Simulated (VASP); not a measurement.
# Ta (Im-3m) in VASP: further runs

The runs below take Ta through single point, with PBE.

Program: VASP 6.6.1. These are calculated values, not measurements. Logs are shortened: lines on timing, memory, paths and dates and some standing lists are left out, and cuts for length are marked.

## (1) The cell of the first run

The structure is cubic, space group Im-3m (No. 229). Conventional cell: a = 3.235 Å, b = 3.235 Å, c = 3.235 Å, α = 90.00°, β = 90.00°, γ = 90.00°. Ta (site symmetry m-3m) has 14 Ta at 2.80 to 3.24 Å within 3.7 Å.

## (2) Single point, PBE

INCAR

```
ALGO = Normal ; EDIFF = 1E-6
ENCUT = 520 ; GGA = PE
ISIF = 2 ; ISMEAR = -1
LASPH = True ; LCHARG = False
LREAL = False ; LWAVE = False
NBANDS = 12 ; NELM = 60
PREC = Accurate ; SIGMA = 0.15
```

KPOINTS

```
k-points
0
Gamma
  12 12 12
```

POSCAR

```
Ta
1.0
   -1.6175709496      1.6175709496      1.6175709496
    1.6175709496     -1.6175709496      1.6175709496
    1.6175709496      1.6175709496     -1.6175709496
Ta
1
Direct
    0.0000000000      0.0000000000      0.0000000000
```

Potentials or basis: VASP PAW PBE potentials, release 64 (Ta_pv).

The run is started by

```bash
$ cat potpaw_PBE.64/Ta_pv/POTCAR > POTCAR
$ mpirun -np 1 vasp_std > vasp.out
```

OUTCAR:

```text
EDIFF = 1E-6
   ENCUT = 520
   GGA = PE
   ISIF = 2
   ISMEAR = -1
   LASPH = True
   LREAL = False
   NELM = 60
   PREC = Accurate

 ion  position               nearest neighbor table
   1  0.000  0.000  0.000-

  LATTYP: Found a body centered cubic cell.
 ALAT       =     3.2351418992

  Lattice vectors:

 A1 = (  -1.6175709496,   1.6175709496,   1.6175709496)
 A2 = (   1.6175709496,  -1.6175709496,   1.6175709496)
 A3 = (   1.6175709496,   1.6175709496,  -1.6175709496)

Analysis of symmetry for initial positions (statically):
=====================================================================
 Subroutine PRICEL returns:
 Original cell was already a primitive cell.

 Routine SETGRP: Setting up the symmetry group for a
 body centered cubic supercell.

 Subroutine GETGRP returns: Found 48 space group operations
 (whereof 48 operations were pure point group operations)
 out of a pool of 48 trial point group operations.

The static configuration has the point symmetry O_h .

Analysis of symmetry for dynamics (positions and initial velocities):
=====================================================================
 Subroutine PRICEL returns:
 Original cell was already a primitive cell.

 Routine SETGRP: Setting up the symmetry group for a
 body centered cubic supercell.

 Subroutine GETGRP returns: Found 48 space group operations
 (whereof 48 operations were pure point group operations)
 out of a pool of 48 trial point group operations.

The dynamic configuration has the point symmetry O_h .

 Subroutine INISYM returns: Found 48 space group operations
 (whereof 48 operations are pure point group operations),
 and found     1 'primitive' translations

----------------------------------------------------------------------------------------

                                     Primitive cell

  volume of cell :      16.9297

  direct lattice vectors                    reciprocal lattice vectors
    -1.617570950  1.617570950  1.617570950     0.000000000  0.309105452  0.309105452
     1.617570950 -1.617570950  1.617570950     0.309105452  0.000000000  0.309105452
     1.617570950  1.617570950 -1.617570950     0.309105452  0.309105452  0.000000000

  length of vectors
     2.801715070  2.801715070  2.801715070     0.437141123  0.437141123  0.437141123

  position of ions in fractional coordinates (direct lattice)
     0.000000000  0.000000000  0.000000000

  ion indices of the primitive-cell ions
   primitive index   ion index
                 1           1

----------------------------------------------------------------------------------------

 KPOINTS: k-points

Automatic generation of k-mesh.
 Grid dimensions read from file:
 generate k-points for:   12   12   12

 Generating k-lattice:

  Cartesian coordinates                     Fractional coordinates (reciprocal lattice)
     0.000000000  0.025758788  0.025758788     0.083333333  0.000000000  0.000000000
     0.025758788  0.000000000  0.025758788     0.000000000  0.083333333  0.000000000
     0.025758788  0.025758788  0.000000000     0.000000000  0.000000000  0.083333333

  Length of vectors
     0.036428427  0.036428427  0.036428427

  Shift w.r.t. Gamma in fractional coordinates (k-lattice)
     0.000000000  0.000000000  0.000000000

 Subroutine IBZKPT returns following result:
 ===========================================

 Found     72 irreducible k-points:

 Following reciprocal coordinates:
            Coordinates               Weight
  0.000000  0.000000  0.000000      1.000000
  0.083333  0.000000  0.000000     12.000000
  0.166667  0.000000  0.000000     12.000000
  0.250000  0.000000  0.000000     12.000000
  0.333333  0.000000  0.000000     12.000000
  0.416667  0.000000  0.000000     12.000000
[... 16 lines left out ...]
  0.333333  0.083333  0.083333     24.000000
  0.416667  0.083333  0.083333     12.000000
 [... further k-points ...]
   k-points           NKPTS =     72   k-points in BZ     NKDIM =     72   number of bands    NBANDS=     12
   number of dos      NEDOS =    301   number of ions     NIONS =      1
   total plane-waves  NPLWV =  13824
   dimension x,y,z NGX =    24 NGY =   24 NGZ =   24
   dimension x,y,z NGXF=    48 NGYF=   48 NGZF=   48
   ions per type =               1
   NGX,Y,Z   is equivalent  to a cutoff of  14.24, 14.24, 14.24 a.u.
   NGXF,Y,Z  is equivalent  to a cutoff of  28.48, 28.48, 28.48 a.u.
 SYSTEM =  unknown system
   PREC   = accura    normal or accurate (medium, high low for compatibility)
   ISTART =      0    job   : 0-new  1-cont  2-samecut
   ICHARG =      2    charge: 1-file 2-atom 10-const
   ISPIN  =      1    spin polarized calculation?
   LNONCOLLINEAR =      F non collinear calculations
   LSORBIT =      F    spin-orbit coupling
   LASPH  =      T    aspherical Exc in radial PAW
   ENCUT  =  520.0 eV  38.22 Ry    6.18 a.u.   5.21  5.21  5.21*2*pi/ulx,y,z
   NELM   =     60;   NELMIN=  2; NELMDL= -5     # of ELM steps
   EDIFF  = 0.1E-05   stopping-criterion for ELM
   LREAL  =      F    real-space projection
   EDIFFG = 0.1E-04   stopping-criterion for IOM
   NSW    =      0    number of steps for IOM
   IBRION =     -1    ionic relax: 0-MD 1-quasi-New 2-CG
   NFREE  =      0    steps in history (QN), initial steepest desc. (CG)
   ISIF   =      2    stress and relaxation
   ISYM   =      2    0-nonsym 1-usesym 2-fastsym
   POTIM  = 0.5000    time-step for ionic-motion
   TEBEG  =    0.0;   TEEND  =   0.0 temperature during run
   PSTRESS=    0.0 pullay stress
   NELECT =      11.0000    total number of electrons
   NUPDOWN=      -1.0000    fix difference up-down
   EMIN   =  10.00;   EMAX   =-10.00  energy-range for DOS
   EFERMI =   0.00;   METHOD = LEGACY
   ISMEAR =    -1;   SIGMA  =   0.15  broadening in eV -4-tet -1-fermi 0-gaus
   EFERMI_NEDOS =   21; number of points for ismear=-14 and -15
   IALGO  =     38    algorithm
   IMIX   =      4    mixing-type and parameters
     AMIX     =   0.40;   BMIX     =  1.00
     AMIX_MAG =   1.60;   BMIX_MAG =  1.00
  volume/ion in A,a.u.               =      16.93       114.25
  Fermi-wavevector in a.u.,A,eV,Ry     =   1.417933  2.679505 27.354977  2.010534
  Thomas-Fermi vector in A             =   2.539111
   LORBIT       =      0    0 simple, 1 ext, 2 COOP (PROOUT), +10 PAW based schemes
   GGA     = PE    functional components
[... 5 lines left out ...]
 non-spin polarized calculation
  energy-cutoff  :      520.00
  volume of cell :       16.93
 maximum number of plane-waves:       470
 NGX is ok and might be reduce to    24
   NGX = 11   NGY = 11   NGZ = 11

 number of electron      10.9999998 magnetization

 Free energy of the ion-electron system (eV)
  ---------------------------------------------------
  ext. energy  EPLUGINS =         0.00000000
  ---------------------------------------------------
  free energy    TOTEN  =       -11.78805016 eV

  energy without entropy =      -11.69867392  energy(sigma->0) =      -11.74336204

 E-fermi :   6.0321     XC(G=0): -12.9364

 val. band max:        6.0234764177   @ k =  -0.3333   0.3333   0.1667
 cond. band min:       6.0457658414   @ k =   0.3333   0.1667   0.0000
 fundamental gap:      0.0222894237
 Fermi energy:         6.0321202955

 k-point     1 :       0.0000    0.0000    0.0000
  band No.  band energies     occupation
      1     -26.8099      2.00000
      2     -26.8099      2.00000
      3     -26.8099      2.00000
      4      -2.1498      2.00000
      5       6.7368      0.01807
      6       6.7368      0.01807
      7       6.7368      0.01807
      8      10.2331      0.00000
      9      10.2331      0.00000
     10      20.9272      0.00000
     11      21.3031      0.00000
     12      21.3031      0.00000

 k-point     2 :       0.0833    0.0000    0.0000
  band No.  band energies     occupation
      1     -26.9158      2.00000
      2     -26.8418      2.00000
      3     -26.8106      2.00000
      4      -1.8165      2.00000
      5       6.5192      0.07486
      6       6.6655      0.02889
      7       7.0663      0.00202
      8       9.8957      0.00000
      9      10.2331      0.00000
     10      20.9270      0.00000
     11      21.6038      0.00000
     12      21.8826      0.00000

 k-point     3 :       0.1667    0.0000    0.0000
  band No.  band energies     occupation
      1     -27.1972      2.00000
      2     -26.9282      2.00000
      3     -26.8127      2.00000
      4      -0.9070      2.00000
      5       5.9783      1.17739
      6       6.3299      0.24158
      7       8.0315      0.00000
      8       9.4919      0.00000
      9      10.2740      0.00000
     10      20.9263      0.00000
     11      22.1432      0.00000
     12      23.4993      0.00000
[... 286 lines left out ...]
 k-point    23 :       0.3333    0.0833    0.0833
  band No.  band energies     occupation
      1     -28.0915      2.00000
      2     -27.2924      2.00000
      3     -26.9155      2.00000
      4       2.0302      2.00000
      5       4.3068      1.99998
      6       6.4016      0.15695
      7      10.4240      0.00000
      8      11.1699      0.00000
      9      14.6104      0.00000
     10      18.5106      0.00000
     11      19.5202      0.00000
     12      20.9395      0.00000

 k-point    24 :       0.4167    0.0833    0.0833
  band No.  band energies     occupation
      1     -28.1518      2.00000
      2     -27.3380      2.00000
      3     -26.9185      2.00000
      4       2.0158      2.00000
      5       4.2061      1.99999
      6       7.1316      0.00131
      7      10.4340      0.00000
      8      11.3103      0.00000
      9      15.4665      0.00000
     10      17.4585      0.00000
     11      19.0219      0.00000
     12      20.9367      0.00000

 [... further k-points ...]

------------------------ aborting loop because EDIFF is reached ----------------------------------------

  FORCE on cell =-STRESS in cart. coord.  units (eV):
  Direction    XX          YY          ZZ          XY          YZ          ZX
  --------------------------------------------------------------------------------------
  -------------------------------------------------------------------------------------
  Total        1.8573992      1.8573992      1.8573992      0.0000000      0.0000000      0.0000000
  in kB      175.7785343    175.7785343    175.7785343      0.0000000      0.0000000      0.0000000
  external PRESSURE =     175.7785343 kB  Pullay stress =       0.0000000 kB

 VOLUME and BASIS-vectors are now :
 -----------------------------------------------------------------------------
  energy-cutoff  :      520.00
  volume of cell :       16.93
      direct lattice vectors                 reciprocal lattice vectors
    -1.617570950  1.617570950  1.617570950     0.000000000  0.309105452  0.309105452
     1.617570950 -1.617570950  1.617570950     0.309105452  0.000000000  0.309105452
     1.617570950  1.617570950 -1.617570950     0.309105452  0.309105452  0.000000000

 POSITION                                       TOTAL-FORCE (eV/Angst)
 -----------------------------------------------------------------------------------
      0.00000      0.00000      0.00000         0.000000     -0.000000     -0.000000
 -----------------------------------------------------------------------------------
    total drift:                                0.000000      0.000000     -0.000000

  FREE ENERGIE OF THE ION-ELECTRON SYSTEM (eV)
  ---------------------------------------------------
  free  energy   TOTEN  =       -11.7880501551 eV

  energy  without entropy=      -11.6986739169  energy(sigma->0) =      -11.74336204
```

It took 6 s on 1 thread of Intel Xeon Platinum 8375C at 2.90GHz (Ice Lake), shared host; peak memory 0.14 GiB.

What came out:

| Item | Value |
| --- | --- |
| Free energy | -11.7881 eV |
| Pressure | 17.6 GPa |

Caveat: spin-orbit coupling is left out, which moves the levels of the heavy elements.

## (3) Single point, PBE

This run uses another cell than the first one, of 17.29 Å³/atom, 1.021 times its volume.

INCAR

```
SYSTEM = Ta
  ALGO = Normal
  EDIFF = 1E-7
  ENCUT = 520
  GGA = PE
  ISIF = 2
  ISMEAR = -1
  LASPH = .True.
  LCHARG = .False.
  LREAL = .False.
  LWAVE = .False.
  NBANDS = 12
  NELM = 100
  PREC = Accurate
  SIGMA = 0.15
```

KPOINTS

```
k-points
0
Gamma
  12 12 12
  0 0 0
```

POSCAR

```
Ta
1.0
   -1.6289626696      1.6289626696      1.6289626696
    1.6289626696     -1.6289626696      1.6289626696
    1.6289626696      1.6289626696     -1.6289626696
Ta
1
Direct
    0.0000000000      0.0000000000      0.0000000000
```

Potentials or basis: VASP PAW PBE potentials, release 64 (Ta_pv).

The run is started by

```bash
$ cat potpaw_PBE.64/Ta_pv/POTCAR > POTCAR
$ mpirun -np 1 vasp_std > vasp.out
```

Wall time 6.7 s (1 thread of Intel Xeon Platinum 8375C at 2.90GHz (Ice Lake), shared host); peak memory 0.14 GiB.

It converged, with:

```yaml
Free_energy: -11.8218 eV
Pressure: 12.4 GPa
```

Levels at points of the mesh, in eV from the Fermi level:
```
           k point  band 1  band 2  band 3  band 4  band 5  band 6  band 7  band 8  band 9  band 10
(0.00, 0.00, 0.00)  -32.93  -32.93  -32.93   -8.10    0.71    0.71    0.71    4.13    4.13    14.82
(0.50, 0.00, 0.00)  -34.27  -33.36  -32.94   -4.59   -1.69    1.75    4.04    5.12    8.19    12.10
(0.50, 0.50, 0.50)  -33.86  -33.86  -33.86   -4.08   -4.08    7.16    7.16    7.16    9.01     9.01
```

Caveat: spin-orbit coupling is left out, which moves the levels of the heavy elements.
